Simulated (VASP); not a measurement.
## Ag: single point with LDA

The system is Ag.

```
Ag
1.0
    -1.65565    1.65565    1.65565
     1.65565   -1.65565    1.65565
     1.65565    1.65565   -1.65565
Ag
1
Direct
  0.00000 0.00000 0.00000
```

- Program: VASP 6.6.1
- Task: single point
- Functional: LDA
- Potentials or basis: VASP PAW LDA potentials, release 64 (Ag)
- Cutoff: 520 eV
- k mesh: 20 × 20 × 20
- Occupations: gaussian, width 0.15 eV
- Spin: no spin polarisation

```yaml
Pressure: -11.2 GPa
```

Levels at points of the mesh, in eV from the Fermi level:
| k point | band 3 | band 4 | band 5 | band 6 | band 7 | band 8 | band 9 | band 10 |
| --- | --- | --- | --- | --- | --- | --- | --- | --- |
| (0.00, 0.00, 0.00) | -4.67 | -4.67 | -3.44 | -3.44 | 17.73 | 17.73 | 17.73 | 22.91 |
| (0.50, 0.00, 0.00) | -3.50 | -3.34 | -2.53 | 0.04 | 3.76 | 13.08 | 13.78 | 19.28 |
| (0.50, 0.50, 0.50) | -2.75 | -2.75 | -2.75 | 6.63 | 6.63 | 6.63 | 11.83 | 13.08 |

Wall time 32 s on 1 thread of AMD EPYC 7R13 Processor (Zen 3), with other jobs on the host, peak memory 0.14 GiB.
